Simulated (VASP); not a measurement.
Here is a VASP 6.6.1 calculation.

Contents of INCAR:

```
ALGO     = Fast           # electronic algorithm
EDIFF    = 1E-6           # SCF threshold, eV
ENCUT    = 520            # plane-wave cutoff, eV
GGA      = PE             # functional
ISIF     = 2              # what is computed and relaxed
ISMEAR   = 0              # smearing method
LASPH    = T              # aspherical terms in the spheres
LCHARG   = T              # write CHGCAR
LELF     = T              # ELF
LREAL    = F              # projectors in reciprocal space
LVHAR    = T            
LWAVE    = F              # write WAVECAR
NBANDS   = 42             # bands
NELM     = 80             # most SCF steps
PREC     = Accurate       # precision mode
SIGMA    = 0.2            # smearing width, eV
```

KPOINTS

```
k-points
0
Gamma
  6 6 4
```

POSCAR

```
Au
1.0
   -3.9819548000      0.0000000000      0.0000000000
    0.0000000000      0.0000000000     -3.9819548000
    0.0000000000     -7.9639096000      0.0000000000
Au
6
Direct
    0.5000000000      0.0000000000      0.0000000000
    0.5000000000      0.0000000000      0.5000000000
    0.0000000000      0.0000000000      0.7500000000
    0.0000000000      0.0000000000      0.2500000000
    0.0000000000      0.5000000000      0.0000000000
    0.0000000000      0.5000000000      0.5000000000
```

Potentials or basis: VASP PAW PBE potentials, release 64 (Au).

Launch:

```bash
$ cat potpaw_PBE.64/Au/POTCAR > POTCAR
$ mpirun -np 1 vasp_std > vasp.out
```

Question: What does it give for the band gap on the k mesh?

Answer: Zero (bands 33 and 34 overlap by 2.54 eV).

Question: What does it give for the pressure?

Answer: -0.2 GPa.

Caveat: spin-orbit coupling is left out, which moves the levels of the heavy elements.
